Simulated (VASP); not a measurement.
**GaSb: elastic constants with LDA**

GaSb:

```
Ga Sb
1.0
     0.00000    2.92604    2.92604
     2.92604    0.00000    2.92604
     2.92604    2.92604    0.00000
Ga Sb
1 1
Direct
  0.00000 0.00000 0.00000
  0.75000 0.75000 0.75000
```

```
Program                   : VASP 6.6.1
Task                      : elastic constants
Functional                : LDA
Potentials or basis       : VASP PAW LDA potentials, release 64 (Ga_d, Sb)
Cutoff                    : 600 eV
k mesh                    : 14 × 14 × 14
Occupations               : fermi-dirac, width 0.1 eV
Spin                      : no spin polarisation
Dipole correction         : no
Ions in elastic constants : relaxed
Further INCAR settings    : ALGO = Normal; EDIFF = 1e-08; IBRION = 6; POTIM = 0.015; NSW = 1; ISIF = 3
```

```
Elastic constants C11, C12, C44                         : 112, 65, 46 GPa
Voigt bulk modulus                                      : 81 GPa
Highest phonon frequency at Γ, LO-TO splitting left out : 256 cm⁻¹
```

Phonon frequencies in cm⁻¹ (negative: imaginary):
| q point | frequencies |
| --- | --- |
| (0.000, 0.000, 0.000) | 0 0 0 256 256 256 |

Elastic tensor in Voigt notation (GPa, in the Cartesian axes of the cell as first typed):
```
112  65  65   0   0   0
 65 112  65   0   0   0
 65  65 112   0   0   0
  0   0   0  46   0   0
  0   0   0   0  46   0
  0   0   0   0   0  46
```

Clamped-ion elastic tensor (GPa):
```
112  65  65   0   0   0
 65 112  65   0   0   0
 65  65 112   0   0   0
  0   0   0  87   0   0
  0   0   0   0  87   0
  0   0   0   0   0  87
```

It took 27 min on 1 thread of Intel(R) Xeon(R) 6975P-C (Granite Rapids) (shared host), peak memory 1 GiB.

Caveat: the cell is under stress, which shifts elastic constants.
